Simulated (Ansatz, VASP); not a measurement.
## Two plane-wave programs on Ca3As2

The input INCAR:

```
SYSTEM = Ca3As2
ALGO = Fast
EDIFF = 1E-7
EDIFFG = -0.01
ENCUT = 600
GGA = PE
IBRION = 2
ISIF = 3
ISMEAR = 0
LASPH = .TRUE.
LCHARG = .FALSE.
LREAL = .FALSE.
LWAVE = .FALSE.
NELM = 60
NSW = 100
PREC = Accurate
SIGMA = 0.1
```

File KPOINTS:

```
k-points
0
G
  6 6 6
  0 0 0
```

The input POSCAR:

```
Ca3As2
1.0
    6.1538227544      0.0000000000      0.0000000000
   -3.0769113772      5.3293668357      0.0000000000
    0.0000000000      0.0000000000      6.2964839155
Ca As
3 2
Direct
    0.5000000000      0.0000000000      0.0000000000
    0.0000000000      0.5000000000      0.0000000000
    0.5000000000      0.5000000000      0.0000000000
    0.0000000000      0.0000000000      0.2010011614
    0.0000000000      0.0000000000      0.7989988386
```

Input for Ansatz:

```yaml
crystal:
  lattice:
    - [6.1538227544, 0.0, 0.0]
    - [-3.0769113772, 5.3293668357, 0.0]
    - [0.0, 0.0, 6.2964839155]
  atoms:
    - { symbol: Ca, position: [0.5, 0.0, 0.0] }
    - { symbol: Ca, position: [0.0, 0.5, 0.0] }
    - { symbol: Ca, position: [0.5, 0.5, 0.0] }
    - { symbol: As, position: [0.0, 0.0, 0.2010011614] }
    - { symbol: As, position: [0.0, 0.0, 0.7989988386] }
basis:
  ecutwfc: 420
kpoints:
  mp_grid: { grid: [6, 6, 6] }
hamiltonian:
  xc: pbe
scf:
  occupations: { method: gaussian, width: 0.1 }
output:
  forces: true
  stress: true
  eigenvalues: true
relax:
  adjacent_minimum: "off"
  f_tol: 0.01
  max_steps: 80
  cell: { stress_tol: 0.05 }
```

Alike in both runs: task relaxation of cell and atoms; functional PBE; k mesh 6 × 6 × 6; occupations gaussian, width 0.1 eV; no spin polarisation.

```csv
,VASP,Ansatz
version,VASP 6.6.1,Ansatz 0.2.0
potentials or method,"VASP PAW PBE potentials, release 64 (Ca_sv, As), cutoff 600 eV","scalar-relativistic, plane waves, PAW"
valence electrons in the cell,40,60
```

```csv
,VASP,Ansatz,Ansatz less VASP
"gap on the k mesh at the Fermi level, each at its own relaxed structure (eV)",none,none,-
relaxed volume (Å³/atom),41.41,41.30,-0.106
relaxed cell length with the largest relative difference (Å),6.159,6.154,-0.0056
```

A gap of «none» marks a metal or a gap that the smearing closes. VASP's potentials hold 40 valence electrons a cell and Ansatz's 60, so a difference there can come from the potentials and not from the codes.
